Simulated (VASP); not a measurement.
# BeS (Fm-3m) in VASP: notebook

The runs below take BeS through single point, with PBE.

All numbers are computed with VASP 6.6.1; they aren't measurements. Logs are shortened: lines on timing, memory, paths and dates and some standing lists are left out, and cuts for length are marked.

### Step 1. The cell of the first run

It takes space group Fm-3m (No. 225, cubic). The conventional cell has a = 4.556 Å, b = 4.556 Å, c = 4.556 Å, α = 90.00°, β = 90.00°, γ = 90.00°. Within 3.0 Å of Be (site symmetry m-3m) lie 6 S at 2.28 Å. Within 3.0 Å of S (site symmetry m-3m) lie 6 Be at 2.28 Å.

### Step 2. Single point, PBE (volume changed by -5%)

INCAR reads:

```
SYSTEM = BeS
PREC = Accurate
ENCUT = 600
EDIFF = 1E-6
ISMEAR = 0
SIGMA = 0.01
LREAL = .FALSE.
LASPH = .TRUE.
NELM = 120
ALGO = Normal
ISIF = 2
LWAVE = .FALSE.
LCHARG = .FALSE.
GGA = PE
NBANDS = 11
GGA_COMPAT = .FALSE.
```

KPOINTS reads:

```
Automatic mesh
0
G
  6 6 6
  0 0 0
```

POSCAR reads:

```
BeS
1.0
    0.0000000000      2.2780137066      2.2780137066
    2.2780137066      0.0000000000      2.2780137066
    2.2780137066      2.2780137066      0.0000000000
Be S
1 1
Direct
    0.0000000000      0.0000000000      0.0000000000
    0.5000000000      0.5000000000      0.5000000000
```

Potentials or basis: VASP PAW PBE potentials, release 64 (Be, S).

Launch:

```console
cat potpaw_PBE.64/Be/POTCAR potpaw_PBE.64/S/POTCAR > POTCAR
mpirun -np 1 vasp_std > vasp.out
```

OUTCAR:

```text
SYSTEM = BeS
   PREC = Accurate
   ENCUT = 600
   EDIFF = 1E-6
   ISMEAR = 0
   LREAL = .FALSE.
   LASPH = .TRUE.
   NELM = 120
   ISIF = 2
   GGA = PE

 ion  position               nearest neighbor table
   1  0.000  0.000  0.000-   2 2.28   2 2.28   2 2.28   2 2.28   2 2.28   2 2.28
   2  0.500  0.500  0.500-   1 2.28   1 2.28   1 2.28   1 2.28   1 2.28   1 2.28

  LATTYP: Found a face centered cubic cell.
 ALAT       =     4.5560274132

  Lattice vectors:

 A1 = (   0.0000000000,   2.2780137066,   2.2780137066)
 A2 = (   2.2780137066,   0.0000000000,   2.2780137066)
 A3 = (   2.2780137066,   2.2780137066,   0.0000000000)

Analysis of symmetry for initial positions (statically):
=====================================================================
 Subroutine PRICEL returns:
 Original cell was already a primitive cell.

 Routine SETGRP: Setting up the symmetry group for a
 face centered cubic supercell.

 Subroutine GETGRP returns: Found 48 space group operations
 (whereof 48 operations were pure point group operations)
 out of a pool of 48 trial point group operations.

The static configuration has the point symmetry O_h .

Analysis of symmetry for dynamics (positions and initial velocities):
=====================================================================
 Subroutine PRICEL returns:
 Original cell was already a primitive cell.

 Routine SETGRP: Setting up the symmetry group for a
 face centered cubic supercell.

 Subroutine GETGRP returns: Found 48 space group operations
 (whereof 48 operations were pure point group operations)
 out of a pool of 48 trial point group operations.

The dynamic configuration has the point symmetry O_h .

 Subroutine INISYM returns: Found 48 space group operations
 (whereof 48 operations are pure point group operations),
 and found     1 'primitive' translations

----------------------------------------------------------------------------------------

                                     Primitive cell

  volume of cell :      23.6428

  direct lattice vectors                    reciprocal lattice vectors
     0.000000000  2.278013707  2.278013707    -0.219489461  0.219489461  0.219489461
     2.278013707  0.000000000  2.278013707     0.219489461 -0.219489461  0.219489461
     2.278013707  2.278013707  0.000000000     0.219489461  0.219489461 -0.219489461

  length of vectors
     3.221597879  3.221597879  3.221597879     0.380166898  0.380166898  0.380166898

  position of ions in fractional coordinates (direct lattice)
     0.000000000  0.000000000  0.000000000
     0.500000000  0.500000000  0.500000000

  ion indices of the primitive-cell ions
   primitive index   ion index
                 1           1
                 2           2

----------------------------------------------------------------------------------------

 KPOINTS: Automatic mesh

Automatic generation of k-mesh.
 Grid dimensions read from file:
 generate k-points for:    6    6    6

 Generating k-lattice:

  Cartesian coordinates                     Fractional coordinates (reciprocal lattice)
    -0.036581577  0.036581577  0.036581577     0.166666667  0.000000000  0.000000000
     0.036581577 -0.036581577  0.036581577     0.000000000  0.166666667  0.000000000
     0.036581577  0.036581577 -0.036581577     0.000000000  0.000000000  0.166666667

  Length of vectors
     0.063361150  0.063361150  0.063361150

  Shift w.r.t. Gamma in fractional coordinates (k-lattice)
     0.000000000  0.000000000  0.000000000

 Subroutine IBZKPT returns following result:
 ===========================================

 Found     16 irreducible k-points:

 Following reciprocal coordinates:
            Coordinates               Weight
  0.000000  0.000000  0.000000      1.000000
  0.166667  0.000000  0.000000      8.000000
  0.333333  0.000000  0.000000      8.000000
  0.500000  0.000000  0.000000      4.000000
  0.166667  0.166667  0.000000      6.000000
  0.333333  0.166667  0.000000     24.000000
[... 8 lines left out ...]
 -0.333333  0.333333  0.166667     24.000000
 -0.333333  0.500000  0.166667     12.000000
   k-points           NKPTS =     16   k-points in BZ     NKDIM =     16   number of bands    NBANDS=     11
   number of dos      NEDOS =    301   number of ions     NIONS =      2
   total plane-waves  NPLWV =  21952
   dimension x,y,z NGX =    28 NGY =   28 NGZ =   28
   dimension x,y,z NGXF=    56 NGYF=   56 NGZF=   56
   ions per type =               1   1
   NGX,Y,Z   is equivalent  to a cutoff of  14.45, 14.45, 14.45 a.u.
   NGXF,Y,Z  is equivalent  to a cutoff of  28.90, 28.90, 28.90 a.u.
 SYSTEM =  BeS
   PREC   = accura    normal or accurate (medium, high low for compatibility)
   ISTART =      0    job   : 0-new  1-cont  2-samecut
   ICHARG =      2    charge: 1-file 2-atom 10-const
   ISPIN  =      1    spin polarized calculation?
   LNONCOLLINEAR =      F non collinear calculations
   LSORBIT =      F    spin-orbit coupling
   LASPH  =      T    aspherical Exc in radial PAW
   ENCUT  =  600.0 eV  44.10 Ry    6.64 a.u.   6.43  6.43  6.43*2*pi/ulx,y,z
   NELM   =    120;   NELMIN=  2; NELMDL= -5     # of ELM steps
   EDIFF  = 0.1E-05   stopping-criterion for ELM
   LREAL  =      F    real-space projection
   EDIFFG = 0.1E-04   stopping-criterion for IOM
   NSW    =      0    number of steps for IOM
   IBRION =     -1    ionic relax: 0-MD 1-quasi-New 2-CG
   NFREE  =      0    steps in history (QN), initial steepest desc. (CG)
   ISIF   =      2    stress and relaxation
   ISYM   =      2    0-nonsym 1-usesym 2-fastsym
   POTIM  = 0.5000    time-step for ionic-motion
   TEBEG  =    0.0;   TEEND  =   0.0 temperature during run
   PSTRESS=    0.0 pullay stress
   NELECT =       8.0000    total number of electrons
   NUPDOWN=      -1.0000    fix difference up-down
   EMIN   =  10.00;   EMAX   =-10.00  energy-range for DOS
   EFERMI =   0.00;   METHOD = LEGACY
   ISMEAR =     0;   SIGMA  =   0.01  broadening in eV -4-tet -1-fermi 0-gaus
   EFERMI_NEDOS =   21; number of points for ismear=-14 and -15
   IALGO  =     38    algorithm
   IMIX   =      4    mixing-type and parameters
     AMIX     =   0.40;   BMIX     =  1.00
     AMIX_MAG =   1.60;   BMIX_MAG =  1.00
  volume/ion in A,a.u.               =      11.82        79.77
  Fermi-wavevector in a.u.,A,eV,Ry     =   1.140789  2.155778 17.706602  1.301399
  Thomas-Fermi vector in A             =   2.277490
   LORBIT       =      0    0 simple, 1 ext, 2 COOP (PROOUT), +10 PAW based schemes
   GGA     = PE    functional components
   LHFCALC =     F    Hartree Fock is set to
   AEXX    =    0.0000 exact exchange contribution
   IVDW    =     0    specifies the selected vdW correction
   LEPSILON=     F    determine dielectric tensor
   LRPA    =     F    only Hartree local field effects (RPA)
 non-spin polarized calculation
 Gauss-broadening in eV      SIGMA  =   0.01
  energy-cutoff  :      600.00
  volume of cell :       23.64
 maximum number of plane-waves:       805
 NGX is ok and might be reduce to    28
   NGX = 13   NGY = 13   NGZ = 13

 number of electron       8.0000001 magnetization

 Free energy of the ion-electron system (eV)
  ---------------------------------------------------
  ext. energy  EPLUGINS =         0.00000000
  ---------------------------------------------------
  free energy    TOTEN  =        -8.85800112 eV

  energy without entropy =       -8.85800112  energy(sigma->0) =       -8.85800112

 E-fermi :   7.3346     XC(G=0): -10.8226

 val. band max:        7.2407739600   @ k =  -0.1667   0.1667   0.0000
 cond. band min:       8.2465992422   @ k =   0.5000   0.5000   0.0000
 fundamental gap:      1.0058252822
 Fermi energy:         7.3346305588

 k-point     1 :       0.0000    0.0000    0.0000
  band No.  band energies     occupation
      1      -8.2999      2.00000
      2       6.9291      2.00000
      3       6.9291      2.00000
      4       6.9291      2.00000
      5      13.1353      0.00000
      6      16.0096      0.00000
      7      16.0096      0.00000
      8      16.0096      0.00000
      9      17.0936      0.00000
     10      17.0936      0.00000
     11      17.0936      0.00000

 k-point     2 :       0.1667    0.0000    0.0000
  band No.  band energies     occupation
      1      -7.8718      2.00000
      2       4.7094      2.00000
      3       6.8157      2.00000
      4       6.8157      2.00000
      5      13.2290      0.00000
      6      14.3325      0.00000
      7      14.3325      0.00000
      8      16.2846      0.00000
      9      17.2469      0.00000
     10      17.2469      0.00000
     11      17.7683      0.00000

 k-point     3 :       0.3333    0.0000    0.0000
  band No.  band energies     occupation
      1      -6.7389      2.00000
      2       1.3533      2.00000
      3       6.6991      2.00000
      4       6.6991      2.00000
      5      11.9729      0.00000
      6      11.9765      0.00000
      7      11.9765      0.00000
      8      17.7579      0.00000
      9      19.9240      0.00000
     10      20.1442      0.00000
     11      20.1442      0.00000

 k-point     4 :       0.5000    0.0000    0.0000
  band No.  band energies     occupation
      1      -5.8649      2.00000
      2      -0.3574      2.00000
      3       6.6994      2.00000
      4       6.6994      2.00000
      5      11.0891      0.00000
      6      11.0891      0.00000
      7      11.4732      0.00000
      8      17.8993      0.00000
      9      22.9654      0.00000
     10      22.9654      0.00000
     11      23.5273      0.00000

 k-point     5 :       0.1667    0.1667    0.0000
  band No.  band energies     occupation
      1      -7.7241      2.00000
      2       5.4536      2.00000
      3       5.8914      2.00000
      4       5.8914      2.00000
      5      12.2377      0.00000
      6      14.1176      0.00000
      7      15.0581      0.00000
      8      16.6208      0.00000
      9      16.6208      0.00000
     10      19.4754      0.00000
     11      19.4754      0.00000
[... 99 lines left out ...]
 k-point    13 :       0.5000    0.5000    0.0000
  band No.  band energies     occupation
      1      -4.7010      2.00000
      2       0.0460      2.00000
      3       3.8584      2.00000
      4       3.8584      2.00000
      5       8.2466      0.00000
      6      11.3506      0.00000
      7      19.4815      0.00000
      8      19.4815      0.00000
      9      21.4886      0.00000
     10      22.7332      0.00000
     11      25.5682      0.00000

 k-point    14 :       0.5000    0.3333    0.1667
  band No.  band energies     occupation
      1      -5.7793      2.00000
      2       1.6269      2.00000
      3       3.0568      2.00000
      4       4.9102      2.00000
      5      10.8582      0.00000
      6      13.5183      0.00000
      7      14.6665      0.00000
      8      18.0312      0.00000
      9      18.9230      0.00000
     10      23.1895      0.00000
     11      23.2792      0.00000

 k-point    15 :      -0.3333    0.3333    0.1667
  band No.  band energies     occupation
      1      -5.0415      2.00000
      2       0.6975      2.00000
      3       2.4751      2.00000
      4       4.2244      2.00000
      5      11.9088      0.00000
      6      12.2755      0.00000
      7      16.6129      0.00000
      8      17.6848      0.00000
      9      20.0336      0.00000
     10      20.4158      0.00000
     11      24.7516      0.00000

 k-point    16 :      -0.3333    0.5000    0.1667
  band No.  band energies     occupation
      1      -4.6747      2.00000
      2       0.6945      2.00000
      3       2.4434      2.00000
      4       3.2405      2.00000
      5      10.4561      0.00000
      6      14.0978      0.00000
      7      15.0967      0.00000
      8      19.1641      0.00000
      9      20.1296      0.00000
     10      22.2734      0.00000
     11      25.6452      0.00000

------------------------ aborting loop because EDIFF is reached ----------------------------------------

  FORCE on cell =-STRESS in cart. coord.  units (eV):
  Direction    XX          YY          ZZ          XY          YZ          ZX
  --------------------------------------------------------------------------------------
  -------------------------------------------------------------------------------------
  Total        0.8625626      0.8625626      0.8625626      0.0000000     -0.0000000      0.0000000
  in kB       58.4523829     58.4523829     58.4523829      0.0000000     -0.0000000      0.0000000
  external PRESSURE =      58.4523829 kB  Pullay stress =       0.0000000 kB

 VOLUME and BASIS-vectors are now :
 -----------------------------------------------------------------------------
  energy-cutoff  :      600.00
  volume of cell :       23.64
      direct lattice vectors                 reciprocal lattice vectors
     0.000000000  2.278013707  2.278013707    -0.219489461  0.219489461  0.219489461
     2.278013707  0.000000000  2.278013707     0.219489461 -0.219489461  0.219489461
     2.278013707  2.278013707  0.000000000     0.219489461  0.219489461 -0.219489461

 POSITION                                       TOTAL-FORCE (eV/Angst)
 -----------------------------------------------------------------------------------
      0.00000      0.00000      0.00000        -0.000000     -0.000000     -0.000000
      2.27801      2.27801      2.27801         0.000000      0.000000      0.000000
 -----------------------------------------------------------------------------------
    total drift:                                0.000000      0.000000      0.000000

  FREE ENERGIE OF THE ION-ELECTRON SYSTEM (eV)
  ---------------------------------------------------
  free  energy   TOTEN  =        -8.8580011227 eV

  energy  without entropy=       -8.8580011227  energy(sigma->0) =       -8.85800112
```

It took 7.5 s on 1 thread of AMD EPYC 9R45 (Zen 5), shared host; peak memory 0.11 GiB.

What came out:

* Free energy: -8.8580 eV
* Pressure: 5.8 GPa
* Band gap on the k mesh: 1.01 eV, indirect (least direct gap 4.39 eV)

Levels at points of the mesh, in eV from the valence-band top:
| k point | band 1 | band 2 | band 3 | band 4 | band 5 | band 6 | band 7 | band 8 |
| --- | --- | --- | --- | --- | --- | --- | --- | --- |
| (0.00, 0.00, 0.00) | -15.54 | -0.31 | -0.31 | -0.31 | 5.89 | 8.77 | 8.77 | 8.77 |
| (0.50, 0.00, 0.00) | -13.11 | -7.60 | -0.54 | -0.54 | 3.85 | 3.85 | 4.23 | 10.66 |
| (0.50, 0.50, 0.00) | -11.94 | -7.19 | -3.38 | -3.38 | 1.01 | 4.11 | 12.24 | 12.24 |

[end of part 1 of 2]
